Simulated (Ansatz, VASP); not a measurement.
**One calculation of TiO2, two programs**

```
CELL_PARAMETERS angstrom
-1.88908 1.88908 4.79428
1.88908 -1.88908 4.79428
1.88908 1.88908 -4.79428
ATOMIC_POSITIONS crystal
Ti 0.00000 0.00000 0.00000
Ti 0.75000 0.25000 0.50000
O 0.20721 0.20721 0.00000
O 0.95721 0.45721 0.50000
O 0.54279 0.04279 0.50000
O 0.79279 0.79279 0.00000
```

Alike in both runs: functional r2SCAN; k mesh 8 × 8 × 8; occupations fermi-dirac, width 0.02 eV; no spin polarisation.

Ansatz relaxed the structure, and its values are those at the end. VASP's run is a single point on that final structure, the one shown.

```csv
,VASP,Ansatz
version,VASP 6.6.1,Ansatz 0.2.0
potentials or method,"VASP PAW PBE potentials, release 64 (Ti_sv, O), cutoff 520 eV",PAW plane waves
valence electrons in the cell,48,48
```

|  | VASP | Ansatz | Ansatz less VASP |
| --- | --- | --- | --- |
| gap on the k mesh at the Fermi level (eV) | 2.59 | 2.57 | -0.017 |
| pressure (GPa) | 1.1 | 0.0 | -1.11 |
| rms of the force components (eV/Å) | 0.013 | 0.000 | -0.0130 |

VASP's potentials were made for PBE, not for r2SCAN.
